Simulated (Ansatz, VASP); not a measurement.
## LiF3 in VASP and in Ansatz

```
Li F
1.0
    -2.20510    2.20510    2.20510
     2.20510   -2.20510    2.20510
     2.20510    2.20510   -2.20510
Li F
1 3
Direct
  0.00000 0.00000 0.00000
  0.00000 0.50000 0.50000
  0.50000 0.00000 0.50000
  0.50000 0.50000 0.00000
```

Alike in both runs: functional PBE; k mesh 14 × 14 × 14; occupations gaussian, width 0.1 eV; collinear spin.

Ansatz relaxed the structure, and its values are those at the end. VASP's run is a single point on that final structure, the one shown.

|  | VASP | Ansatz |
| --- | --- | --- |
| version | VASP 6.6.1 | Ansatz 0.2.0 |
| potentials or method | VASP PAW PBE potentials, release 64 (Li_sv, F), cutoff 520 eV | scalar-relativistic, plane waves, PAW |
| valence electrons in the cell | 24 | 24 |

VASP gave:

* gap on the k mesh at the Fermi level (eV): none
* net moment per atom (μB): 0.50
* size of the moment on the site where the two differ most (μB): 0.63

Problem. Which values does Ansatz return?

Solution. gap on the k mesh at the Fermi level (eV): none; net moment per atom (μB): 0.50; size of the moment on the site where the two differ most (μB): 0.67.

Site moments also hang on the region over which each program counts them. A gap of «none» marks a metal or a gap that the smearing closes.

Noted on VASP's run: the cutoff is short for stress, so the pressure is rough.
